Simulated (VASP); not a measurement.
# Hf12HC12 in VASP: a series of runs

The runs below take Hf12HC12 through single point, with PBE.

Program: VASP 6.6.1. These are calculated values, not measurements. Logs are shortened: lines on timing, memory, paths and dates and some standing lists are left out, and cuts for length are marked.

### 1 The cell of the first run

The cell holds a slab with vacuum, 25 atoms: a = 6.578 Å, b = 6.578 Å, c = 20.084 Å, α = 90.00°, β = 90.00°, γ = 90.00°.

### 2 Single point, PBE

INCAR reads:

```
PREC     = Accurate       # precision mode
ENCUT    = 520            # plane-wave cutoff, eV
EDIFF    = 1E-7           # SCF threshold, eV
ISMEAR   = 0              # smearing method
SIGMA    = 0.1            # smearing width, eV
LREAL    = Auto         
LASPH    = T              # aspherical terms in the spheres
NELM     = 80             # most SCF steps
ALGO     = Normal         # electronic algorithm
ISIF     = 2              # what is computed and relaxed
LWAVE    = F              # write WAVECAR
LCHARG   = T              # write CHGCAR
LDIPOL   = T            
IDIPOL   = 3            
DIPOL    = 0.5 0.5 0.319
GGA      = PE             # functional
LELF     = T              # ELF
LVHAR    = T            
LVACPOTAV= T            
NBANDS   = 102            # bands
```

KPOINTS reads:

```
regular mesh
0
Gamma
  4 4 1
```

POSCAR reads:

```
Hf12HC12
1.0
    6.5782051141      0.0000000000      0.0000000000
    0.0000000000      6.5782051141      0.0000000000
    0.0000000000      0.0000000000     20.0841322453
Hf C H
12 12 1
Direct
    0.0000000000      0.0000000000      0.1991622018
    0.0000000000      0.5000000000      0.1991622018
    0.5000000000      0.0000000000      0.1991622018
    0.5000000000      0.5000000000      0.1991622018
    0.2500000000      0.2500000000      0.3119533864
    0.2500000000      0.7500000000      0.3119533864
    0.7500000000      0.2500000000      0.3119533864
    0.7500000000      0.7500000000      0.3119533864
    0.0000000000      0.0000000000      0.4231522706
    0.0000000000      0.5000000000      0.4231522706
    0.5000000000      0.0000000000      0.4231522706
    0.5000000000      0.5000000000      0.4231522706
    0.2500000000      0.2500000000      0.1991622018
    0.2500000000      0.7500000000      0.1991622018
    0.7500000000      0.2500000000      0.1991622018
    0.7500000000      0.7500000000      0.1991622018
    0.0000000000      0.0000000000      0.3115316063
    0.0000000000      0.5000000000      0.3115316063
    0.5000000000      0.0000000000      0.3115316063
    0.5000000000      0.5000000000      0.3115316063
    0.2500000000      0.2500000000      0.4274086697
    0.2500000000      0.7500000000      0.4274086697
    0.7500000000      0.2500000000      0.4274086697
    0.7500000000      0.7500000000      0.4274086697
    0.3750000000      0.3750000000      0.4955659165
```

Potentials or basis: VASP PAW PBE potentials, release 64 (Hf_pv, C, H).

On the command line:

```
> cat potpaw_PBE.64/Hf_pv/POTCAR potpaw_PBE.64/C/POTCAR potpaw_PBE.64/H/POTCAR > POTCAR
> mpirun -np 1 vasp_std > vasp.out
```

OUTCAR:

```text
PREC = Accurate
   ENCUT = 520
   EDIFF = 1E-7
   ISMEAR = 0
   LREAL = Auto
   LASPH = T
   NELM = 80
   ISIF = 2
   GGA = PE

 ion  position               nearest neighbor table
   1  0.000  0.000  0.199-  17 2.26  14 2.33  15 2.33  16 2.33  13 2.33   6 3.25   7 3.25   8 3.25
                             5 3.25   3 3.29   2 3.29   2 3.29   3 3.29
   2  0.000  0.500  0.199-  18 2.26  14 2.33  15 2.33  16 2.33  13 2.33   6 3.25   7 3.25   8 3.25
                             5 3.25   4 3.29   1 3.29   1 3.29   4 3.29
   3  0.500  0.000  0.199-  19 2.26  14 2.33  15 2.33  16 2.33  13 2.33   6 3.25   7 3.25   8 3.25
                             5 3.25   4 3.29   1 3.29   4 3.29   1 3.29
   4  0.500  0.500  0.199-  20 2.26  14 2.33  15 2.33  16 2.33  13 2.33   6 3.25   7 3.25   8 3.25
                             5 3.25   3 3.29   2 3.29   3 3.29   2 3.29
   5  0.250  0.250  0.312-  13 2.27  21 2.32  18 2.33  19 2.33  20 2.33  17 2.33  11 3.22  12 3.22
                             9 3.22  10 3.22   3 3.25   4 3.25   1 3.25   2 3.25   6 3.29   7 3.29
   6  0.250  0.750  0.312-  14 2.27  22 2.32  18 2.33  19 2.33  20 2.33  17 2.33  11 3.22  12 3.22
                             9 3.22  10 3.22   3 3.25   4 3.25   1 3.25   2 3.25   5 3.29   8 3.29
   7  0.750  0.250  0.312-  15 2.27  23 2.32  18 2.33  19 2.33  20 2.33  17 2.33  11 3.22  12 3.22
                             9 3.22  10 3.22   3 3.25   4 3.25   1 3.25   2 3.25   5 3.29   8 3.29
   8  0.750  0.750  0.312-  16 2.27  24 2.32  18 2.33  19 2.33  20 2.33  17 2.33  11 3.22  12 3.22
                             9 3.22  10 3.22   3 3.25   4 3.25   1 3.25   2 3.25   6 3.29   7 3.29
   9  0.000  0.000  0.423-  17 2.24  21 2.33  22 2.33  23 2.33  24 2.33   6 3.22   7 3.22   8 3.22
                             5 3.22  11 3.29  10 3.29  10 3.29  11 3.29
  10  0.000  0.500  0.423-  18 2.24  21 2.33  22 2.33  23 2.33  24 2.33   6 3.22   7 3.22   8 3.22
                             5 3.22  12 3.29   9 3.29   9 3.29  12 3.29
  11  0.500  0.000  0.423-  19 2.24  21 2.33  22 2.33  23 2.33  24 2.33   6 3.22   7 3.22   8 3.22
                             5 3.22  12 3.29   9 3.29  12 3.29   9 3.29
  12  0.500  0.500  0.423-  25 1.86  20 2.24  22 2.33  23 2.33  24 2.33  21 2.33   7 3.22   8 3.22
                             5 3.22   6 3.22  10 3.29  11 3.29  11 3.29  10 3.29
  13  0.250  0.250  0.199-   5 2.27   2 2.33   3 2.33   4 2.33   1 2.33
  14  0.250  0.750  0.199-   6 2.27   2 2.33   3 2.33   4 2.33   1 2.33
  15  0.750  0.250  0.199-   7 2.27   2 2.33   3 2.33   4 2.33   1 2.33
  16  0.750  0.750  0.199-   8 2.27   2 2.33   3 2.33   4 2.33   1 2.33
  17  0.000  0.000  0.312-   9 2.24   1 2.26   6 2.33   7 2.33   8 2.33   5 2.33
  18  0.000  0.500  0.312-  10 2.24   2 2.26   6 2.33   7 2.33   8 2.33   5 2.33
  19  0.500  0.000  0.312-  11 2.24   3 2.26   6 2.33   7 2.33   8 2.33   5 2.33
  20  0.500  0.500  0.312-  12 2.24   4 2.26   6 2.33   7 2.33   8 2.33   5 2.33
  21  0.250  0.250  0.427-   5 2.32   9 2.33  10 2.33  11 2.33  12 2.33
  22  0.250  0.750  0.427-   6 2.32   9 2.33  10 2.33  11 2.33  12 2.33
  23  0.750  0.250  0.427-   7 2.32   9 2.33  10 2.33  11 2.33  12 2.33
  24  0.750  0.750  0.427-   8 2.32   9 2.33  10 2.33  11 2.33  12 2.33
  25  0.375  0.375  0.496-  12 1.86

  LATTYP: Found a simple tetragonal cell.
 ALAT       =     6.5782051141
 C/A-ratio  =     3.0531325638

  Lattice vectors:
[... 184 lines left out ...]
   GGA     = PE    functional components
   LHFCALC =     F    Hartree Fock is set to
   AEXX    =    0.0000 exact exchange contribution
   IVDW    =     0    specifies the selected vdW correction
   LEPSILON=     F    determine dielectric tensor
   LRPA    =     F    only Hartree local field effects (RPA)
 non-spin polarized calculation
 Gauss-broadening in eV      SIGMA  =   0.10
  energy-cutoff  :      520.00
  volume of cell :      869.10
 maximum number of plane-waves:     23491
 NGX is ok and might be reduce to    50
   NGX = 25   NGY = 25   NGZ = 75

 dipolmoment           0.000000      0.000000     -1.366980 electrons x Angstroem

 number of electron     168.9999972 magnetization

 dipolmoment           0.000000      0.000000      0.108007 electrons x Angstroem

 Free energy of the ion-electron system (eV)
  ---------------------------------------------------
  ext. energy  EPLUGINS =         0.00000000
  ---------------------------------------------------
  free energy    TOTEN  =      -244.97828514 eV

  energy without entropy =     -244.93260981  energy(sigma->0) =     -244.95544748

 E-fermi :  -0.3589     XC(G=0):  -5.1782

 val. band max:       -0.3696130507   @ k =   0.5000   0.2500   0.0000
 cond. band min:      -0.3199292493   @ k =   0.0000   0.0000   0.0000
 fundamental gap:      0.0496838014
 Fermi energy:        -0.3589388625

 k-point     1 :       0.0000    0.0000    0.0000
  band No.  band energies     occupation
      1     -30.8412      2.00000
      2     -30.8057      2.00000
      3     -30.7731      2.00000
      4     -30.7212      2.00000
      5     -30.7047      2.00000
      6     -30.6827      2.00000
[... 682 lines left out ...]
     95       2.8214      0.00000
     96       2.8657      0.00000
 [bands above 96 left out]

------------------------ aborting loop because EDIFF is reached ----------------------------------------

  FORCE on cell =-STRESS in cart. coord.  units (eV):
  Direction    XX          YY          ZZ          XY          YZ          ZX
  --------------------------------------------------------------------------------------
  -------------------------------------------------------------------------------------
  Total      -15.0439883    -15.0439883     -1.3692653      0.2924981     -1.7561610     -1.7561573
  in kB      -27.7335634    -27.7335634     -2.5242379      0.5392197     -3.2374795     -3.2374726
  external PRESSURE =     -19.3304549 kB  Pullay stress =       0.0000000 kB

 VOLUME and BASIS-vectors are now :
 -----------------------------------------------------------------------------
  energy-cutoff  :      520.00
  volume of cell :      869.10
      direct lattice vectors                 reciprocal lattice vectors
     6.578205114  0.000000000  0.000000000     0.152017151  0.000000000  0.000000000
     0.000000000  6.578205114  0.000000000     0.000000000  0.152017151  0.000000000
     0.000000000  0.000000000 20.084132245     0.000000000  0.000000000  0.049790550

 POSITION                                       TOTAL-FORCE (eV/Angst)
 -----------------------------------------------------------------------------------
      0.00000      0.00000      4.00000         0.023570      0.023570      0.921990
      0.00000      3.28910      4.00000        -0.001672     -0.059799      0.760573
      3.28910      0.00000      4.00000        -0.059799     -0.001672      0.760573
      3.28910      3.28910      4.00000        -0.035889     -0.035889      0.902910
      1.64455      1.64455      6.26531         0.213887      0.213887     -0.183403
      1.64455      4.93365      6.26531        -0.057706      0.029895      0.025495
[... 17 lines left out ...]
      4.93365      4.93365      8.58413         0.035358      0.035358     -0.091154
      2.46683      2.46683      9.95301        -1.007183     -1.007183      0.007299
 -----------------------------------------------------------------------------------
    total drift:                               -0.000167     -0.000167     -0.021431

  FREE ENERGIE OF THE ION-ELECTRON SYSTEM (eV)
  ---------------------------------------------------
  free  energy   TOTEN  =      -244.9782851378 eV

  energy  without entropy=     -244.9326098139  energy(sigma->0) =     -244.95544748

 vacuum level on the upper side and lower side of the slab         3.688         3.236
```

OSZICAR:

```text
N       E                     dE             d eps       ncg     rms          rms(c)
DAV:   1     0.101435187041E+04    0.10144E+04   -0.87330E+04  1748   0.140E+03
DAV:   2    -0.175996629406E+03   -0.11903E+04   -0.11580E+04  1758   0.347E+02
DAV:   3    -0.287052283652E+03   -0.11106E+03   -0.10898E+03  1712   0.835E+01
[... 30 lines left out ...]
DAV:  34    -0.244978282604E+03   -0.28300E-05   -0.13209E-07  1176   0.115E-03    0.322E-03
DAV:  35    -0.244978284126E+03   -0.15223E-05   -0.13037E-07  1054   0.111E-03    0.127E-03
DAV:  36    -0.244978284959E+03   -0.83293E-06   -0.67045E-08   994   0.769E-04    0.120E-03
DAV:  37    -0.244978285095E+03   -0.13619E-06   -0.16658E-08   994   0.348E-04    0.116E-03
DAV:  38    -0.244978285138E+03   -0.42839E-07   -0.56437E-09   930   0.217E-04
   1 F= -.24497829E+03 E0= -.24495545E+03  d E =-.456753E-01
```

Run time: 28 min. Hardware: 1 thread of AMD EPYC 9R45 (Zen 5), shared host; peak memory 0.95 GiB.

Results:

```yaml
Free_energy: -244.9783 eV
Largest_force: 1.538 eV/Å
Band_gap_on_the_k_mesh: zero (an odd number of electrons rules out a gap without spin polarisation)
```

Forces in eV/Å, atoms in the order of the input:
```
Hf   0.024  0.024  0.922
Hf  -0.002 -0.060  0.761
Hf  -0.060 -0.002  0.761
Hf  -0.036 -0.036  0.903
Hf   0.214  0.214 -0.183
Hf  -0.058  0.030  0.025
Hf   0.030 -0.058  0.025
Hf   0.121  0.121  0.043
Hf  -0.110 -0.110 -0.054
Hf  -0.291  0.225 -0.019
Hf   0.225 -0.291 -0.019
Hf   1.071  1.071 -0.270
C    0.025  0.025 -0.723
C    0.041  0.029 -0.756
C    0.029  0.041 -0.756
C    0.019  0.019 -0.696
C   -0.050 -0.050 -0.058
C    0.016 -0.004  0.097
C   -0.004  0.016  0.097
C   -0.216 -0.216 -0.320
C   -0.245 -0.245  0.696
C   -0.006  0.236 -0.196
C    0.236 -0.006 -0.196
C    0.035  0.035 -0.091
H   -1.007 -1.007  0.007
```

Caveat: spin-orbit coupling is left out, which moves the levels of the heavy elements.

### 3 Single point, PBE

INCAR reads:

```
SYSTEM = Hf12HC12
PREC     = Accurate       ! precision mode
ENCUT    = 520            ! plane-wave cutoff, eV
EDIFF    = 1E-7           ! SCF threshold, eV
ISMEAR   = 0              ! smearing method
SIGMA    = 0.1            ! smearing width, eV
LREAL    = Auto         
LASPH    = .True.         ! aspherical terms in the spheres
NELM     = 60             ! most SCF steps
ALGO     = Normal         ! electronic algorithm
ISIF     = 2              ! what is computed and relaxed
LWAVE    = .False.        ! write WAVECAR
LCHARG   = .False.        ! write CHGCAR
LDIPOL   = .True.       
IDIPOL   = 3            
DIPOL    = 0.5 0.5 0.319
GGA      = PE             ! functional
NBANDS   = 102            ! bands
```

KPOINTS reads:

```
regular mesh
0
Gamma
  4 4 1
  0 0 0
```

Changes to POSCAR since step 2:

```diff
@@ -32,2 +32,2 @@
     0.7500000000      0.7500000000      0.4274086697
-    0.3750000000      0.3750000000      0.4955659165
+    0.3125000000      0.3125000000      0.4773720540
```

Potentials or basis: VASP PAW PBE potentials, release 64 (Hf_pv, C, H).

On the command line:

```
> cat potpaw_PBE.64/Hf_pv/POTCAR potpaw_PBE.64/C/POTCAR potpaw_PBE.64/H/POTCAR > POTCAR
> mpirun -np 1 vasp_std > vasp.out
```

OUTCAR:

```text
SYSTEM = Hf12HC12
   PREC = Accurate
   ENCUT = 520
   EDIFF = 1E-7
   ISMEAR = 0
   LREAL = Auto
   LASPH = .True.
   NELM = 60
   ISIF = 2
   GGA = PE

 ion  position               nearest neighbor table
   1  0.000  0.000  0.199-  17 2.26  14 2.33  15 2.33  16 2.33  13 2.33   6 3.25   7 3.25   8 3.25
                             5 3.25   3 3.29   2 3.29   2 3.29   3 3.29
   2  0.000  0.500  0.199-  18 2.26  14 2.33  15 2.33  16 2.33  13 2.33   6 3.25   7 3.25   8 3.25
                             5 3.25   4 3.29   1 3.29   1 3.29   4 3.29
   3  0.500  0.000  0.199-  19 2.26  14 2.33  15 2.33  16 2.33  13 2.33   6 3.25   7 3.25   8 3.25
                             5 3.25   4 3.29   1 3.29   4 3.29   1 3.29
   4  0.500  0.500  0.199-  20 2.26  14 2.33  15 2.33  16 2.33  13 2.33   6 3.25   7 3.25   8 3.25
                             5 3.25   3 3.29   2 3.29   3 3.29   2 3.29
   5  0.250  0.250  0.312-  13 2.27  21 2.32  18 2.33  19 2.33  20 2.33  17 2.33  11 3.22  12 3.22
                             9 3.22  10 3.22   3 3.25   4 3.25   1 3.25   2 3.25   6 3.29   7 3.29
   6  0.250  0.750  0.312-  14 2.27  22 2.32  18 2.33  19 2.33  20 2.33  17 2.33  11 3.22  12 3.22
                             9 3.22  10 3.22   3 3.25   4 3.25   1 3.25   2 3.25   5 3.29   8 3.29
   7  0.750  0.250  0.312-  15 2.27  23 2.32  18 2.33  19 2.33  20 2.33  17 2.33  11 3.22  12 3.22
                             9 3.22  10 3.22   3 3.25   4 3.25   1 3.25   2 3.25   5 3.29   8 3.29
   8  0.750  0.750  0.312-  16 2.27  24 2.32  18 2.33  19 2.33  20 2.33  17 2.33  11 3.22  12 3.22
                             9 3.22  10 3.22   3 3.25   4 3.25   1 3.25   2 3.25   6 3.29   7 3.29
   9  0.000  0.000  0.423-  17 2.24  21 2.33  22 2.33  23 2.33  24 2.33   6 3.22   7 3.22   8 3.22
                             5 3.22  11 3.29  10 3.29  10 3.29  11 3.29
  10  0.000  0.500  0.423-  18 2.24  21 2.33  22 2.33  23 2.33  24 2.33   6 3.22   7 3.22   8 3.22
                             5 3.22  12 3.29   9 3.29   9 3.29  12 3.29
  11  0.500  0.000  0.423-  19 2.24  21 2.33  22 2.33  23 2.33  24 2.33   6 3.22   7 3.22   8 3.22
                             5 3.22  12 3.29   9 3.29  12 3.29   9 3.29
  12  0.500  0.500  0.423-  25 2.06  20 2.24  22 2.33  23 2.33  24 2.33  21 2.33   7 3.22   8 3.22
                             5 3.22   6 3.22  10 3.29  11 3.29  11 3.29  10 3.29
  13  0.250  0.250  0.199-   5 2.27   2 2.33   3 2.33   4 2.33   1 2.33
  14  0.250  0.750  0.199-   6 2.27   2 2.33   3 2.33   4 2.33   1 2.33
  15  0.750  0.250  0.199-   7 2.27   2 2.33   3 2.33   4 2.33   1 2.33
[... 222 lines left out ...]
  ext. energy  EPLUGINS =         0.00000000
  ---------------------------------------------------
  free energy    TOTEN  =      -246.44424698 eV

  energy without entropy =     -246.42595690  energy(sigma->0) =     -246.43510194

 E-fermi :  -0.0641     XC(G=0):  -5.1664

 val. band max:       -0.1115852641   @ k =   0.2500   0.2500   0.0000
 cond. band min:       0.0050782780   @ k =   0.0000   0.0000   0.0000
 fundamental gap:      0.1166635421
 Fermi energy:        -0.0640687528

 k-point     1 :       0.0000    0.0000    0.0000
  band No.  band energies     occupation
      1     -30.6625      2.00000
      2     -30.6584      2.00000
      3     -30.6372      2.00000
      4     -30.5821      2.00000
      5     -30.5205      2.00000
      6     -30.5039      2.00000
[... 682 lines left out ...]
     95       2.9360      0.00000
     96       2.9883      0.00000
 [bands above 96 left out]

------------------------ aborting loop because EDIFF is reached ----------------------------------------

 vacuum level on the upper side and lower side of the slab       (xc-potential included)        -0.200         0.033

  FORCE on cell =-STRESS in cart. coord.  units (eV):
  Direction    XX          YY          ZZ          XY          YZ          ZX
  --------------------------------------------------------------------------------------
  -------------------------------------------------------------------------------------
  Total      -14.0952118    -14.0952118     -2.9513646      0.0021262     -1.0665042     -1.0665051
  in kB      -25.9844958    -25.9844958     -5.4408349      0.0039196     -1.9660984     -1.9661000
  external PRESSURE =     -19.1366088 kB  Pullay stress =       0.0000000 kB

 VOLUME and BASIS-vectors are now :
 -----------------------------------------------------------------------------
  energy-cutoff  :      520.00
  volume of cell :      869.10
      direct lattice vectors                 reciprocal lattice vectors
     6.578205114  0.000000000  0.000000000     0.152017151  0.000000000  0.000000000
     0.000000000  6.578205114  0.000000000     0.000000000  0.152017151  0.000000000
     0.000000000  0.000000000 20.084132245     0.000000000  0.000000000  0.049790550

 POSITION                                       TOTAL-FORCE (eV/Angst)
 -----------------------------------------------------------------------------------
      0.00000      0.00000      4.00000         0.009080      0.009080      0.829080
      0.00000      3.28910      4.00000         0.003393     -0.043462      0.877317
      3.28910      0.00000      4.00000        -0.043462      0.003393      0.877317
      3.28910      3.28910      4.00000        -0.031219     -0.031219      0.925756
      1.64455      1.64455      6.26531         0.144257      0.144257     -0.546378
      1.64455      4.93365      6.26531        -0.018074     -0.028892     -0.119099
[... 17 lines left out ...]
      4.93365      4.93365      8.58413        -0.031592     -0.031592      0.062644
      2.05569      2.05569      9.58760        -0.560625     -0.560625      0.010895
 -----------------------------------------------------------------------------------
    total drift:                               -0.000367     -0.000367     -0.021985

  FREE ENERGIE OF THE ION-ELECTRON SYSTEM (eV)
  ---------------------------------------------------
  free  energy   TOTEN  =      -246.4442469762 eV

  energy  without entropy=     -246.4259569000  energy(sigma->0) =     -246.43510194

 vacuum level on the upper side and lower side of the slab         3.191         3.425
```

Run time: 24 min. Hardware: 1 thread of AMD EPYC 9R45 (Zen 5), shared host; peak memory 0.95 GiB.

Results:

```
Free energy            : -246.4442 eV
Largest force          : 1.774 eV/Å
Band gap on the k mesh : zero (an odd number of electrons rules out a gap without spin polarisation)
```

Forces in eV/Å, atoms in the order of the input:
```
Hf   0.009  0.009  0.829
Hf   0.003 -0.043  0.877
Hf  -0.043  0.003  0.877
Hf  -0.031 -0.031  0.926
Hf   0.144  0.144 -0.546
Hf  -0.018 -0.029 -0.119
Hf  -0.029 -0.018 -0.119
Hf  -0.001 -0.001 -0.054
Hf  -0.653 -0.653 -0.343
Hf  -0.753  0.737 -0.462
Hf   0.737 -0.753 -0.462
Hf   1.075  1.075 -0.914
C    0.018  0.018 -0.725
C    0.029  0.036 -0.795
C    0.036  0.029 -0.795
C    0.030  0.030 -0.703
C    0.098  0.098  0.336
C    0.053 -0.071  0.292
C   -0.071  0.053  0.292
C   -0.072 -0.072  0.235
C    0.015  0.015  0.907
C    0.007  0.010  0.197
C    0.010  0.007  0.197
C   -0.032 -0.032  0.063
H   -0.561 -0.561  0.011
```

Caveat: spin-orbit coupling is left out, which moves the levels of the heavy elements.

[end of part 1 of 2]
